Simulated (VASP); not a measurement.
A run of VASP 6.6.1 is set up as follows.

Contents of INCAR:

```
SYSTEM = Hf
PREC     = Accurate       ! precision mode
ENCUT    = 520            ! plane-wave cutoff, eV
EDIFF    = 1E-7           ! SCF threshold, eV
ISMEAR   = 0              ! smearing method
SIGMA    = 0.3            ! smearing width, eV
LREAL    = .False.        ! projectors in reciprocal space
LASPH    = .True.         ! aspherical terms in the spheres
NELM     = 80             ! most SCF steps
ALGO     = Normal         ! electronic algorithm
ISIF     = 2              ! what is computed and relaxed
LWAVE    = .False.        ! write WAVECAR
LCHARG   = .False.        ! write CHGCAR
GGA      = PE             ! functional
NBANDS   = 17             ! bands
```

The input KPOINTS:

```
Automatic mesh
0
Gamma
  11 11 6
  0 0 0
```

POSCAR

```
Hf
1.0
    3.2045059552      0.0000000000      0.0000000000
   -1.6022529776      2.7751835638      0.0000000000
    0.0000000000      0.0000000000      5.0738215932
Hf
2
Direct
    0.3333333333      0.6666666667      0.2500000000
    0.6666666667      0.3333333333      0.7500000000
```

Potentials or basis: VASP PAW PBE potentials, release 64 (Hf_pv).

Launch:

```sh
$ cat potpaw_PBE.64/Hf_pv/POTCAR > POTCAR
$ mpirun -np 1 vasp_std > vasp.out
```

Question: Predict the pressure.

Answer: -0.5 GPa.

Question: What does it give for the band gap on the k mesh?

Answer: Zero (bands 10 and 11 overlap by 1.48 eV).

Caveat: so wide a smearing shifts energies and pressures; spin-orbit coupling is left out, which moves the levels of the heavy elements.
